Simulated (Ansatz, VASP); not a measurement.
Ag in VASP and in Ansatz

POSCAR

```
Ag
1.0
   -1.9113129271      1.9113129271      1.2423534026
    1.9113129271     -1.9113129271      1.2423534026
    1.9113129271      1.9113129271     -1.2423534026
Ag
1
Direct
    0.0000000000      0.0000000000      0.0000000000
```

INCAR.step1

```
PREC = Accurate
ENCUT = 520
ISMEAR = 0
SIGMA = 0.15
LREAL = F
LASPH = T
NELM = 80
NBANDS = 12
GGA = PE
ALGO = Normal
EDIFF = 1E-4
LWAVE = T
LCHARG = F
```

File INCAR.step2:

```
PREC = Accurate
ENCUT = 520
EDIFF = 1E-7
ISMEAR = 0
SIGMA = 0.15
LREAL = F
LASPH = T
NELM = 80
ALGO = Normal
ISIF = 2
LWAVE = F
LCHARG = F
METAGGA = R2SCAN
LMIXTAU = T
NBANDS = 12
ISTART = 1
```

KPOINTS

```
Automatic mesh
0
Gamma
  22 22 22
```

Input for Ansatz:

```yaml
crystal:
  lattice:
    - [-1.9113129271, 1.9113129271, 1.2423534026]
    - [1.9113129271, -1.9113129271, 1.2423534026]
    - [1.9113129271, 1.9113129271, -1.2423534026]
  atoms:
    - { symbol: Ag, position: [0.0, 0.0, 0.0] }
basis:
  ecutwfc: 500
kpoints:
  mp_grid: { grid: [22, 22, 22] }
hamiltonian:
  xc: r2scan
scf:
  occupations: { method: gaussian, width: 0.15 }
output:
  forces: true
  stress: true
  eigenvalues: true
```

Alike in both runs: task single point; functional r2SCAN; k mesh 22 × 22 × 22; occupations gaussian, width 0.15 eV; no spin polarisation.

|  | VASP | Ansatz |
| --- | --- | --- |
| version | VASP 6.6.1 | Ansatz 0.2.0 |
| potentials or method | VASP PAW PBE potentials, release 64 (Ag), cutoff 520 eV | scalar-relativistic, plane waves, PAW |
| valence electrons in the cell | 11 | 19 |

|  | VASP | Ansatz | Ansatz less VASP |
| --- | --- | --- | --- |
| gap on the k mesh at the Fermi level (eV) | none | none | - |
| pressure (GPa) | 7.3 | 7.1 | -0.21 |
| traceless stress, the component that is largest in VASP (GPa) | 27.59 | 27.23 | -0.357 |

VASP's potentials were made for PBE, not for r2SCAN. A gap of «none» marks a metal or a gap that the smearing closes. VASP's potentials hold 11 valence electrons a cell and Ansatz's 19, so a difference there can come from the potentials and not from the codes.
